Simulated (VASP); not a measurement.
Al, 2 atoms in the cell. The typed cell holds 2 atoms: a = 2.862 Å, b = 2.862 Å, c = 4.958 Å, α = 73.22°, β = 73.22°, γ = 60.00°.  This cell differs from its parent crystal: atoms displaced along a vibrational mode.

- Program: VASP 6.6.1
- Task: single point
- Functional: PBEsol
- Potentials or basis: VASP PAW PBE potentials, release 64 (Al)
- Cutoff: 500 eV
- k mesh: 18 × 18 × 20
- Occupations: gaussian, width 0.15 eV
- Spin: no spin polarisation
- Dipole correction: no
- Further INCAR settings: ALGO = Normal; EDIFF = 1e-06; NBANDS = 10

Potentials or basis: VASP PAW PBE potentials, release 64 (Al).

The run is started by

```sh
$ cat potpaw_PBE.64/Al/POTCAR > POTCAR
$ mpirun -np 1 vasp_std > vasp.out
```

Hardware: 1 thread of Oxide Virtual Turin-like Processor, with other jobs on the host.

Q: How long does it take, and how much memory?

A: It took 8.8 min on 1 thread of Oxide Virtual Turin-like Processor, with other jobs on the host, peak memory 0.47 GiB. Counts: scf iterations 11, k points 1721.
